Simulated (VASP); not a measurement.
A run of VASP 6.6.1 is set up as follows.

INCAR

```
SYSTEM = Sn3Te
PREC     = Accurate       ! precision mode
ENCUT    = 600            ! plane-wave cutoff, eV
EDIFF    = 1E-7           ! SCF threshold, eV
ISMEAR   = 0              ! smearing method
SIGMA    = 0.1            ! smearing width, eV
LREAL    = .FALSE.        ! projectors in reciprocal space
LASPH    = .TRUE.         ! aspherical terms in the spheres
NELM     = 100            ! most SCF steps
ALGO     = Normal         ! electronic algorithm
ISIF     = 3              ! what is computed and relaxed
LWAVE    = .FALSE.        ! write WAVECAR
LCHARG   = .FALSE.        ! write CHGCAR
GGA      = PE             ! functional
IBRION   = 2              ! ionic algorithm
NSW      = 90             ! ionic steps
EDIFFG   = -0.04          ! ionic threshold
```

The input KPOINTS:

```
Automatic mesh
0
G
  4 4 4
  0 0 0
```

File POSCAR:

```
Sn3Te
1.0
    5.0830903100      0.0000000000      0.0000000000
    0.0000000000      5.0830903100      0.0000000000
    0.0000000000      0.0000000000      5.0830903100
Sn Te
3 1
Direct
    0.5000000000      0.0000000000      0.0000000000
    0.0000000000      0.5000000000      0.0000000000
    0.0000000000      0.0000000000      0.5000000000
    0.5000000000      0.5000000000      0.5000000000
```

Potentials or basis: VASP PAW PBE potentials, release 64 (Sn_d, Te).

Command:

```console
$ cat potpaw_PBE.64/Sn_d/POTCAR potpaw_PBE.64/Te/POTCAR > POTCAR
$ mpirun -np 1 vasp_std > vasp.out
```

(1) Predict the relaxed volume.

(2) What does it give for the relaxed cell?

Results:

(1) 28.75 Å³/atom.

(2) a = 4.863 Å, b = 4.863 Å, c = 4.863 Å, α = 90.00°, β = 90.00°, γ = 90.00°.
